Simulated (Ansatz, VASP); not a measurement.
## Two plane-wave programs on Mg2B

File INCAR:

```
  PREC = Accurate
  ENCUT = 750
  EDIFF = 1E-6
  ISMEAR = 0
  SIGMA = 0.1
  LREAL = F
  LASPH = T
  NELM = 120
  ALGO = Normal
  ISIF = 2
  LWAVE = F
  LCHARG = F
  GGA = PE
  NBANDS = 18
  GGA_COMPAT = F
```

Contents of KPOINTS:

```
Automatic mesh
0
Gamma
  6 6 6
```

The input POSCAR:

```
Mg2B
1.0
   -1.9155026889      1.9155026889      3.1416213766
    1.9155026889     -1.9155026889      3.1416213766
    1.9155026889      1.9155026889     -3.1416213766
Mg B
2 1
Direct
    0.5930000000      0.5930000000      0.0000000000
    0.4070000000      0.4070000000      0.0000000000
    0.0000000000      0.0000000000      0.0000000000
```

Input for Ansatz:

```yaml
crystal:
  lattice:
    - [-1.9155026889, 1.9155026889, 3.1416213766]
    - [1.9155026889, -1.9155026889, 3.1416213766]
    - [1.9155026889, 1.9155026889, -3.1416213766]
  atoms:
    - { symbol: Mg, position: [0.593, 0.593, 0.0] }
    - { symbol: Mg, position: [0.407, 0.407, 0.0] }
    - { symbol: B, position: [0.0, 0.0, 0.0] }
basis:
  ecutwfc: 420
kpoints:
  mp_grid: { grid: [6, 6, 6] }
hamiltonian:
  xc: pbe
scf:
  occupations: { method: gaussian, width: 0.1 }
  lower_state_search: "off"
output:
  forces: true
  stress: true
  eigenvalues: true
```

Alike in both runs: task single point; functional PBE; k mesh 6 × 6 × 6; occupations gaussian, width 0.1 eV; no spin polarisation.

|  | VASP | Ansatz |
| --- | --- | --- |
| version | VASP 6.6.1 | Ansatz 0.2.0 |
| potentials or method | VASP PAW PBE potentials, release 64 (Mg_sv, B), cutoff 750 eV | scalar-relativistic, plane waves, PAW |
| valence electrons in the cell | 23 | 23 |

|  | VASP | Ansatz | Ansatz less VASP |
| --- | --- | --- | --- |
| gap on the k mesh at the Fermi level (eV) | none | none | - |
| rms of the force components (eV/Å) | 39.965 | 24.734 | -15.2313 |

Atom by atom the forces differ by 15.231 eV/Å (rms over components). A gap of «none» marks a metal or a gap that the smearing closes.

The k mesh is coarse, so the values compare programs but aren't converged.
